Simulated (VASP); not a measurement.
# Sc (I4/mmm) in VASP: a series of runs

Sc is run at these levels: r2SCAN; tasks: single point.

Program: VASP 6.6.1. These are calculated values, not measurements. Logs are shortened: lines on timing, memory, paths and dates and some standing lists are left out, and cuts for length are marked.

## (1) The cell of the first run

Symmetry: I4/mmm, No. 139, tetragonal system. Conventional cell: a = 3.211 Å, b = 3.211 Å, c = 4.314 Å, α = 90.00°, β = 90.00°, γ = 90.00°. Within 4.1 Å of Sc (site symmetry 4/mmm) lie 12 Sc at 3.13 to 3.21 Å.

## (2) Single point, r2SCAN (strain +0.000 along x and y, -0.050 along z)

POSCAR

```
Sc
1.0
    0.0000000000      2.2705000000      2.1569750000
    2.2705000000      0.0000000000      2.1569750000
    2.2705000000      2.2705000000      0.0000000000
Sc
1
Direct
    0.0000000000      0.0000000000      0.0000000000
```

INCAR.step1

```
ALGO = Normal ; EDIFF = 1E-4
ENCUT = 520 ; GGA = PE
ISMEAR = 0 ; LASPH = T
LCHARG = F ; LREAL = F
LWAVE = T ; NBANDS = 12
NELM = 60 ; PREC = Accurate
SIGMA = 0.15
```

INCAR.step2

```
ALGO = Normal ; EDIFF = 1E-6
ENCUT = 520 ; ISIF = 2
ISMEAR = 0 ; ISTART = 1
LASPH = T ; LCHARG = F
LMIXTAU = T ; LREAL = F
LWAVE = F ; METAGGA = R2SCAN
NBANDS = 12 ; NELM = 60
PREC = Accurate ; SIGMA = 0.15
```

KPOINTS

```
k-points
0
Gamma
  18 18 18
```

Potentials or basis: VASP PAW PBE potentials, release 64 (Sc_sv).

Run with:

```
cat potpaw_PBE.64/Sc_sv/POTCAR > POTCAR
cp INCAR.step1 INCAR
mpirun -np 1 vasp_std > vasp.out
cp INCAR.step2 INCAR
mpirun -np 1 vasp_std > vasp.out
```

OUTCAR:

```text
EDIFF = 1E-6
   ENCUT = 520
   ISIF = 2
   ISMEAR = 0
   ISTART = 1
   LASPH = T
   LREAL = F
   METAGGA = R2SCAN
   NELM = 60
   PREC = Accurate

 ion  position               nearest neighbor table
   1  0.000  0.000  0.000-

  LATTYP: Found a body centered tetragonal cell.
 ALAT       =     3.2109718934
 C/A-ratio  =     1.3435028843

  Lattice vectors:

 A1 = (   0.0000000000,  -2.2705000000,  -2.1569750000)
 A2 = (   0.0000000000,   2.2705000000,  -2.1569750000)
 A3 = (   2.2705000000,   0.0000000000,   2.1569750000)

Analysis of symmetry for initial positions (statically):
=====================================================================
 Subroutine PRICEL returns:
 Original cell was already a primitive cell.

 Routine SETGRP: Setting up the symmetry group for a
 body centered tetragonal supercell.

 Subroutine GETGRP returns: Found 16 space group operations
 (whereof 16 operations were pure point group operations)
 out of a pool of 16 trial point group operations.

The static configuration has the point symmetry D_4h.

Analysis of symmetry for dynamics (positions and initial velocities):
=====================================================================
 Subroutine PRICEL returns:
 Original cell was already a primitive cell.

 Routine SETGRP: Setting up the symmetry group for a
 body centered tetragonal supercell.

 Subroutine GETGRP returns: Found 16 space group operations
 (whereof 16 operations were pure point group operations)
 out of a pool of 16 trial point group operations.

The dynamic configuration has the point symmetry D_4h.

 Subroutine INISYM returns: Found 16 space group operations
 (whereof 16 operations are pure point group operations),
 and found     1 'primitive' translations

----------------------------------------------------------------------------------------

                                     Primitive cell

  volume of cell :      22.2391

  direct lattice vectors                    reciprocal lattice vectors
     0.000000000  2.270500000  2.156975000    -0.220215811  0.220215811  0.231806117
     2.270500000  0.000000000  2.156975000     0.220215811 -0.220215811  0.231806117
     2.270500000  2.270500000  0.000000000     0.220215811  0.220215811 -0.231806117

  length of vectors
     3.131726585  3.131726585  3.210971893     0.388231997  0.388231997  0.388231997

  position of ions in fractional coordinates (direct lattice)
     0.000000000  0.000000000  0.000000000

  ion indices of the primitive-cell ions
   primitive index   ion index
                 1           1

----------------------------------------------------------------------------------------

 KPOINTS: k-points

Automatic generation of k-mesh.
 Grid dimensions read from file:
 generate k-points for:   18   18   18

 Generating k-lattice:

  Cartesian coordinates                     Fractional coordinates (reciprocal lattice)
    -0.012234212  0.012234212  0.012878118     0.055555556  0.000000000  0.000000000
     0.012234212 -0.012234212  0.012878118     0.000000000  0.055555556  0.000000000
     0.012234212  0.012234212 -0.012878118    -0.000000000 -0.000000000  0.055555556

  Length of vectors
     0.021568444  0.021568444  0.021568444

  Shift w.r.t. Gamma in fractional coordinates (k-lattice)
     0.000000000  0.000000000  0.000000000

 Subroutine IBZKPT returns following result:
 ===========================================

 Found    480 irreducible k-points:

 Following reciprocal coordinates:
            Coordinates               Weight
  0.000000  0.000000  0.000000      1.000000
  0.055556 -0.000000  0.000000      8.000000
  0.111111 -0.000000  0.000000      8.000000
  0.166667  0.000000  0.000000      8.000000
  0.222222 -0.000000  0.000000      8.000000
  0.277778 -0.000000  0.000000      8.000000
[... 16 lines left out ...]
 -0.277778  0.055556  0.000000      8.000000
 -0.222222  0.055556  0.000000      8.000000
 [... further k-points ...]
   k-points           NKPTS =    480   k-points in BZ     NKDIM =    480   number of bands    NBANDS=     12
   number of dos      NEDOS =    301   number of ions     NIONS =      1
   total plane-waves  NPLWV =  13824
   dimension x,y,z NGX =    24 NGY =   24 NGZ =   24
   dimension x,y,z NGXF=    48 NGYF=   48 NGZF=   48
   ions per type =               1
   NGX,Y,Z   is equivalent  to a cutoff of  12.74, 12.74, 12.43 a.u.
   NGXF,Y,Z  is equivalent  to a cutoff of  25.48, 25.48, 24.85 a.u.
 SYSTEM =  unknown system
   PREC   = accura    normal or accurate (medium, high low for compatibility)
   ISTART =      1    job   : 0-new  1-cont  2-samecut
   ICHARG =      0    charge: 1-file 2-atom 10-const
   ISPIN  =      1    spin polarized calculation?
   LNONCOLLINEAR =      F non collinear calculations
   LSORBIT =      F    spin-orbit coupling
   LASPH  =      T    aspherical Exc in radial PAW
   ENCUT  =  520.0 eV  38.22 Ry    6.18 a.u.   5.82  5.82  5.97*2*pi/ulx,y,z
   NELM   =     60;   NELMIN=  2; NELMDL=  0     # of ELM steps
   EDIFF  = 0.1E-05   stopping-criterion for ELM
   LREAL  =      F    real-space projection
   EDIFFG = 0.1E-04   stopping-criterion for IOM
   NSW    =      0    number of steps for IOM
   IBRION =     -1    ionic relax: 0-MD 1-quasi-New 2-CG
   NFREE  =      0    steps in history (QN), initial steepest desc. (CG)
   ISIF   =      2    stress and relaxation
   ISYM   =      2    0-nonsym 1-usesym 2-fastsym
   POTIM  = 0.5000    time-step for ionic-motion
   TEBEG  =    0.0;   TEEND  =   0.0 temperature during run
   PSTRESS=    0.0 pullay stress
   NELECT =      11.0000    total number of electrons
   NUPDOWN=      -1.0000    fix difference up-down
   EMIN   =  10.00;   EMAX   =-10.00  energy-range for DOS
   EFERMI =   0.00;   METHOD = LEGACY
   ISMEAR =     0;   SIGMA  =   0.15  broadening in eV -4-tet -1-fermi 0-gaus
   EFERMI_NEDOS =   21; number of points for ismear=-14 and -15
   IALGO  =     38    algorithm
   IMIX   =      4    mixing-type and parameters
     AMIX     =   0.40;   BMIX     =  1.00
     AMIX_MAG =   1.60;   BMIX_MAG =  1.00
  volume/ion in A,a.u.               =      22.24       150.08
  Fermi-wavevector in a.u.,A,eV,Ry     =   1.294692  2.446612 22.806446  1.676227
  Thomas-Fermi vector in A             =   2.426259
   LORBIT       =      0    0 simple, 1 ext, 2 COOP (PROOUT), +10 PAW based schemes
   METAGGA = R2SCAN    functional components
   LHFCALC =     F    Hartree Fock is set to
   AEXX    =    0.0000 exact exchange contribution
   IVDW    =     0    specifies the selected vdW correction
   LEPSILON=     F    determine dielectric tensor
   LRPA    =     F    only Hartree local field effects (RPA)
 non-spin polarized calculation
 Gauss-broadening in eV      SIGMA  =   0.15
  energy-cutoff  :      520.00
  volume of cell :       22.24
 maximum number of plane-waves:       612
   NGX = 11   NGY = 11   NGZ = 11

 number of electron      11.0000004 magnetization

 Free energy of the ion-electron system (eV)
  ---------------------------------------------------
  ext. energy  EPLUGINS =         0.00000000
  ---------------------------------------------------
  free energy    TOTEN  =       -11.23962613 eV

  energy without entropy =      -11.22039183  energy(sigma->0) =      -11.23000898

 E-fermi :   4.4303     XC(G=0): -11.0610

 val. band max:        4.4299667121   @ k =  -0.3889   0.3889   0.2222
 cond. band min:       4.4389078899   @ k =  -0.1111   0.3333   0.2222
 fundamental gap:      0.0089411777
 Fermi energy:         4.4302823156

 k-point     1 :       0.0000    0.0000    0.0000
  band No.  band energies     occupation
      1     -46.8365      2.00000
      2     -24.2079      2.00000
      3     -24.1980      2.00000
      4     -24.1980      2.00000
      5      -1.3304      2.00000
      6       6.2741      0.00000
      7       6.2741      0.00000
      8       6.6014      0.00000
      9       7.8247      0.00000
     10       8.2198      0.00000
     11      17.9912      0.00000
     12      21.7396      0.00000

 k-point     2 :       0.0556   -0.0000    0.0000
  band No.  band energies     occupation
      1     -46.8336      2.00000
      2     -24.2215      2.00000
      3     -24.2044      2.00000
      4     -24.2008      2.00000
      5      -1.2397      2.00000
      6       6.2348      0.00000
      7       6.3076      0.00000
      8       6.6000      0.00000
      9       7.8031      0.00000
     10       8.1879      0.00000
     11      18.0924      0.00000
     12      21.2131      0.00000

 k-point     3 :       0.1111   -0.0000    0.0000
  band No.  band energies     occupation
      1     -46.8253      2.00000
      2     -24.2730      2.00000
      3     -24.2102      2.00000
      4     -24.2089      2.00000
      5      -0.9728      2.00000
      6       6.0721      0.00000
      7       6.3910      0.00000
      8       6.6476      0.00000
      9       7.7603      0.00000
     10       8.1092      0.00000
     11      18.3113      0.00000
     12      19.9865      0.00000
[... 286 lines left out ...]
 k-point    23 :      -0.2778    0.0556    0.0000
  band No.  band energies     occupation
      1     -46.7737      2.00000
      2     -24.5739      2.00000
      3     -24.2613      2.00000
      4     -24.2520      2.00000
      5       0.9192      2.00000
      6       5.0837      0.00000
      7       6.4065      0.00000
      8       6.6183      0.00000
      9       8.0404      0.00000
     10       8.5333      0.00000
     11      15.3910      0.00000
     12      18.4888      0.00000

 k-point    24 :      -0.2222    0.0556    0.0000
  band No.  band energies     occupation
      1     -46.7902      2.00000
      2     -24.4755      2.00000
      3     -24.2521      2.00000
      4     -24.2357      2.00000
      5       0.2637      2.00000
      6       5.3618      0.00000
      7       6.5286      0.00000
      8       6.7156      0.00000
      9       7.7233      0.00000
     10       8.3177      0.00000
     11      16.6417      0.00000
     12      18.8395      0.00000

 [... further k-points ...]

------------------------ aborting loop because EDIFF is reached ----------------------------------------

  FORCE on cell =-STRESS in cart. coord.  units (eV):
  Direction    XX          YY          ZZ          XY          YZ          ZX
  --------------------------------------------------------------------------------------
  -------------------------------------------------------------------------------------
  Total        1.0468772      1.0468772      1.1278767      0.0000000      0.0000000      0.0000000
  in kB       75.4202914     75.4202914     81.2557478      0.0000000      0.0000000      0.0000000
  external PRESSURE =      77.3654435 kB  Pullay stress =       0.0000000 kB

 VOLUME and BASIS-vectors are now :
 -----------------------------------------------------------------------------
  energy-cutoff  :      520.00
  volume of cell :       22.24
      direct lattice vectors                 reciprocal lattice vectors
     0.000000000  2.270500000  2.156975000    -0.220215811  0.220215811  0.231806117
     2.270500000  0.000000000  2.156975000     0.220215811 -0.220215811  0.231806117
     2.270500000  2.270500000  0.000000000     0.220215811  0.220215811 -0.231806117

 POSITION                                       TOTAL-FORCE (eV/Angst)
 -----------------------------------------------------------------------------------
      0.00000      0.00000      0.00000         0.000000      0.000000      0.000000
 -----------------------------------------------------------------------------------
    total drift:                                0.000000      0.000000      0.000000

  FREE ENERGIE OF THE ION-ELECTRON SYSTEM (eV)
  ---------------------------------------------------
  free  energy   TOTEN  =       -11.2396261266 eV

  energy  without entropy=      -11.2203918275  energy(sigma->0) =      -11.23000898
```

Wall time 4.4 min (1 thread of Intel Xeon Platinum 8259CL at 2.50GHz (Skylake/Cascade Lake), shared host); peak memory 0.24 GiB.

Results:

| Item | Value |
| --- | --- |
| Free energy | -11.2396 eV |
| Pressure | 7.7 GPa |
| Band gap on the k mesh | zero (an odd number of electrons rules out a gap without spin polarisation) |

Stress tensor (GPa, compression positive):
```
7.54 0.00 0.00
0.00 7.54 0.00
0.00 0.00 8.13
```

Caveat: the cell differs from its parent crystal (strain +0.000 along x and y, -0.050 along z); the cell stands under pressure; the PAW data sets were made with another functional, which shifts forces and pressure a little.

## (3) Single point, r2SCAN (strain +0.025 along x and y, -0.050 along z)

POSCAR

```
Sc
1.0
    0.0000000000      2.3272625000      2.1569750000
    2.3272625000      0.0000000000      2.1569750000
    2.3272625000      2.3272625000      0.0000000000
Sc
1
Direct
    0.0000000000      0.0000000000      0.0000000000
```

INCAR.step1

```
SYSTEM = Sc
  ALGO = Normal
  EDIFF = 1E-4
  ENCUT = 520
  GGA = PE
  ISMEAR = 0
  LASPH = .TRUE.
  LCHARG = .FALSE.
  LREAL = .FALSE.
  LWAVE = .TRUE.
  NBANDS = 12
  NELM = 80
  PREC = Accurate
  SIGMA = 0.15
```

INCAR.step2

```
SYSTEM = Sc
  ALGO = Normal
  EDIFF = 1E-6
  ENCUT = 520
  ISIF = 2
  ISMEAR = 0
  ISTART = 1
  LASPH = .TRUE.
  LCHARG = .FALSE.
  LMIXTAU = .TRUE.
  LREAL = .FALSE.
  LWAVE = .FALSE.
  METAGGA = R2SCAN
  NBANDS = 12
  NELM = 80
  PREC = Accurate
  SIGMA = 0.15
```

KPOINTS

```
k-points
0
G
  18 18 18
  0 0 0
```

Potentials or basis: VASP PAW PBE potentials, release 64 (Sc_sv).

Run with:

```
cat potpaw_PBE.64/Sc_sv/POTCAR > POTCAR
cp INCAR.step1 INCAR
mpirun -np 1 vasp_std > vasp.out
cp INCAR.step2 INCAR
mpirun -np 1 vasp_std > vasp.out
```

It took 4.7 min on 1 thread of Intel Xeon Platinum 8259CL at 2.50GHz (Skylake/Cascade Lake), shared host; peak memory 0.25 GiB.

The run converged. Its results:

```yaml
Free_energy: -11.2804 eV
Pressure: 4.4 GPa
Band_gap_on_the_k_mesh: zero (an odd number of electrons rules out a gap without spin polarisation)
```

Stress tensor (GPa, compression positive):
```
4.07 0.00 0.00
0.00 4.07 0.00
0.00 0.00 4.92
```

Levels at points of the mesh, in eV from the Fermi level:
| k point | band 3 | band 4 | band 5 | band 6 | band 7 | band 8 |
| --- | --- | --- | --- | --- | --- | --- |
| (0.00, 0.00, 0.00) | -28.81 | -28.81 | -5.67 | 1.74 | 1.74 | 2.19 |
| (0.50, 0.00, 0.00) | -28.90 | -28.86 | -1.90 | 0.17 | 1.45 | 2.05 |
| (0.50, 0.50, 0.00) | -29.02 | -29.02 | -1.67 | -0.85 | 2.97 | 4.41 |
| (0.50, 0.00, 0.50) | -29.01 | -28.93 | -1.74 | -0.55 | 1.66 | 4.36 |

Caveat: the cell differs from its parent crystal (strain +0.025 along x and y, -0.050 along z); the cell stands under pressure; the PAW data sets were made with another functional, which shifts forces and pressure a little.
